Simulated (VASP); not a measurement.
# Bi (Fm-3m) in VASP: single point with LDA

Aim: the single point of Bi with LDA.

All numbers are computed with VASP 6.6.1; they aren't measurements. Logs are shortened: lines on timing, memory, paths and dates and some standing lists are left out, and cuts for length are marked.

### Step 1. The cell of the first run

Symmetry: Fm-3m, No. 225, cubic system. The conventional cell has a = 7.698 Å, b = 7.698 Å, c = 7.698 Å, α = 90.00°, β = 90.00°, γ = 90.00°.

This isn't the form of Bi at room conditions, which is rhombohedral.

### Step 2. Single point, LDA

File INCAR:

```
SYSTEM = Bi
PREC     = Accurate       ! precision mode
ENCUT    = 500            ! plane-wave cutoff, eV
EDIFF    = 1E-6           ! SCF threshold, eV
ISMEAR   = -1             ! smearing method
SIGMA    = 0.3            ! smearing width, eV
LREAL    = .FALSE.        ! projectors in reciprocal space
LASPH    = .TRUE.         ! aspherical terms in the spheres
NELM     = 120            ! most SCF steps
ALGO     = Normal         ! electronic algorithm
ISIF     = 2              ! what is computed and relaxed
LWAVE    = .FALSE.        ! write WAVECAR
LCHARG   = .FALSE.        ! write CHGCAR
NBANDS   = 14             ! bands
GGA_COMPAT= .FALSE.
```

File KPOINTS:

```
regular mesh
0
G
  5 5 5
  0 0 0
```

File POSCAR:

```
Bi
1.0
    0.0000000000      3.8490170000      3.8490170000
    3.8490170000      0.0000000000      3.8490170000
    3.8490170000      3.8490170000      0.0000000000
Bi
1
Direct
    0.5000000000      0.5000000000      0.5000000000
```

Potentials or basis: VASP PAW LDA potentials, release 64 (Bi_d).

Command:

```console
$ cat potpaw_LDA.64/Bi_d/POTCAR > POTCAR
$ mpirun -np 1 vasp_std > vasp.out
```

OUTCAR:

```text
SYSTEM = Bi
   PREC = Accurate
   ENCUT = 500
   EDIFF = 1E-6
   ISMEAR = -1
   LREAL = .FALSE.
   LASPH = .TRUE.
   NELM = 120
   ISIF = 2

 ion  position               nearest neighbor table
   1  0.500  0.500  0.500-

  LATTYP: Found a face centered cubic cell.
 ALAT       =     7.6980340000

  Lattice vectors:

 A1 = (   0.0000000000,   3.8490170000,   3.8490170000)
 A2 = (   3.8490170000,   0.0000000000,   3.8490170000)
 A3 = (   3.8490170000,   3.8490170000,   0.0000000000)

Analysis of symmetry for initial positions (statically):
=====================================================================
 Subroutine PRICEL returns:
 Original cell was already a primitive cell.

 Routine SETGRP: Setting up the symmetry group for a
 face centered cubic supercell.

 Subroutine GETGRP returns: Found 48 space group operations
 (whereof 48 operations were pure point group operations)
 out of a pool of 48 trial point group operations.

The static configuration has the point symmetry O_h .

Analysis of symmetry for dynamics (positions and initial velocities):
=====================================================================
 Subroutine PRICEL returns:
 Original cell was already a primitive cell.

 Routine SETGRP: Setting up the symmetry group for a
 face centered cubic supercell.

 Subroutine GETGRP returns: Found 48 space group operations
 (whereof 48 operations were pure point group operations)
 out of a pool of 48 trial point group operations.

The dynamic configuration has the point symmetry O_h .

 Subroutine INISYM returns: Found 48 space group operations
 (whereof 48 operations are pure point group operations),
 and found     1 'primitive' translations

----------------------------------------------------------------------------------------

                                     Primitive cell

  volume of cell :     114.0458

  direct lattice vectors                    reciprocal lattice vectors
     0.000000000  3.849017000  3.849017000    -0.129903297  0.129903297  0.129903297
     3.849017000  0.000000000  3.849017000     0.129903297 -0.129903297  0.129903297
     3.849017000  3.849017000  0.000000000     0.129903297  0.129903297 -0.129903297

  length of vectors
     5.443332043  5.443332043  5.443332043     0.224999111  0.224999111  0.224999111

  position of ions in fractional coordinates (direct lattice)
     0.500000000  0.500000000  0.500000000

  ion indices of the primitive-cell ions
   primitive index   ion index
                 1           1

----------------------------------------------------------------------------------------
[... 65 lines left out ...]
   PSTRESS=    0.0 pullay stress
   NELECT =      15.0000    total number of electrons
   NUPDOWN=      -1.0000    fix difference up-down
   EMIN   =  10.00;   EMAX   =-10.00  energy-range for DOS
   EFERMI =   0.00;   METHOD = LEGACY
   ISMEAR =    -1;   SIGMA  =   0.30  broadening in eV -4-tet -1-fermi 0-gaus
   EFERMI_NEDOS =   21; number of points for ismear=-14 and -15
   IALGO  =     38    algorithm
   IMIX   =      4    mixing-type and parameters
     AMIX     =   0.40;   BMIX     =  1.00
     AMIX_MAG =   1.60;   BMIX_MAG =  1.00
  volume/ion in A,a.u.               =     114.05       769.62
  Fermi-wavevector in a.u.,A,eV,Ry     =   0.832553  1.573298  9.430812  0.693145
  Thomas-Fermi vector in A             =   1.945629
   LORBIT       =      0    0 simple, 1 ext, 2 COOP (PROOUT), +10 PAW based schemes
   GGA     = CA    functional components
   LHFCALC =     F    Hartree Fock is set to
   AEXX    =    0.0000 exact exchange contribution
   IVDW    =     0    specifies the selected vdW correction
   LEPSILON=     F    determine dielectric tensor
   LRPA    =     F    only Hartree local field effects (RPA)
 non-spin polarized calculation
  energy-cutoff  :      500.00
  volume of cell :      114.05
 maximum number of plane-waves:      2901
   NGX = 19   NGY = 19   NGZ = 19

 number of electron      14.9999998 magnetization

 Free energy of the ion-electron system (eV)
  ---------------------------------------------------
  ext. energy  EPLUGINS =         0.00000000
  ---------------------------------------------------
  free energy    TOTEN  =        -1.67942878 eV

  energy without entropy =       -0.70089419  energy(sigma->0) =       -1.19016149

 E-fermi :  -1.5602     XC(G=0):  -5.5242

 val. band max:       -1.5989105537   @ k =   0.2000   0.2000   0.0000
 cond. band min:      -1.5431793388   @ k =  -0.4000   0.2000   0.0000
 fundamental gap:      0.0557312148
 Fermi energy:        -1.5601943060

 k-point     1 :       0.0000    0.0000    0.0000
  band No.  band energies     occupation
      1     -24.2026      2.00000
      2     -24.2026      2.00000
      3     -24.2025      2.00000
      4     -24.2025      2.00000
      5     -24.2025      2.00000
      6     -11.6321      2.00000
      7      -0.9704      0.24566
      8      -0.9704      0.24566
      9      -0.9704      0.24566
     10       1.2236      0.00019
     11       5.4803      0.00000
     12       5.4803      0.00000
     13       5.4803      0.00000
     14       6.5331      0.00000
[... 139 lines left out ...]
      1     -24.2027      2.00000
      2     -24.2024      2.00000
      3     -24.2023      2.00000
      4     -24.2020      2.00000
      5     -24.2018      2.00000
      6     -11.5264      2.00000
      7      -2.0402      1.66400
      8      -1.7153      1.25291
      9      -1.4019      0.74220
     10       3.6514      0.00000
     11       4.4308      0.00000
     12       4.4330      0.00000
     13       6.0308      0.00000
     14       7.4978      0.00000

------------------------ aborting loop because EDIFF is reached ----------------------------------------

  FORCE on cell =-STRESS in cart. coord.  units (eV):
  Direction    XX          YY          ZZ          XY          YZ          ZX
  --------------------------------------------------------------------------------------
  -------------------------------------------------------------------------------------
  Total       -1.2570068     -1.2570068     -1.2570068      0.0000000      0.0000000      0.0000000
  in kB      -17.6591059    -17.6591059    -17.6591059      0.0000000      0.0000000      0.0000000
  external PRESSURE =     -17.6591059 kB  Pullay stress =       0.0000000 kB

 VOLUME and BASIS-vectors are now :
 -----------------------------------------------------------------------------
  energy-cutoff  :      500.00
  volume of cell :      114.05
      direct lattice vectors                 reciprocal lattice vectors
     0.000000000  3.849017000  3.849017000    -0.129903297  0.129903297  0.129903297
     3.849017000  0.000000000  3.849017000     0.129903297 -0.129903297  0.129903297
     3.849017000  3.849017000  0.000000000     0.129903297  0.129903297 -0.129903297

 POSITION                                       TOTAL-FORCE (eV/Angst)
 -----------------------------------------------------------------------------------
      3.84902      3.84902      3.84902        -0.000000      0.000000      0.000000
 -----------------------------------------------------------------------------------
    total drift:                               -0.000000     -0.000000      0.000000

  FREE ENERGIE OF THE ION-ELECTRON SYSTEM (eV)
  ---------------------------------------------------
  free  energy   TOTEN  =        -1.6794287826 eV

  energy  without entropy=       -0.7008941948  energy(sigma->0) =       -1.19016149
```

Run time: 13 s. Hardware: 1 thread of Intel Xeon 8259CL, shared host; peak memory 0.19 GiB.

What came out:

```
Free energy            : -1.6794 eV
Pressure               : -1.8 GPa
Band gap on the k mesh : zero (an odd number of electrons rules out a gap without spin polarisation)
```

Levels at points of the mesh, in eV from the Fermi level:
| k point | band 5 | band 6 | band 7 | band 8 | band 9 | band 10 |
| --- | --- | --- | --- | --- | --- | --- |
| (0.00, 0.00, 0.00) | -22.64 | -10.07 | 0.59 | 0.59 | 0.59 | 2.78 |

Caveat: so wide a smearing shifts energies and pressures; the atoms stand far beyond bonding distance; spin-orbit coupling is left out, which moves the levels of the heavy elements.

The gap in the log of VASP goes by the Fermi energy; the results here count the filled bands.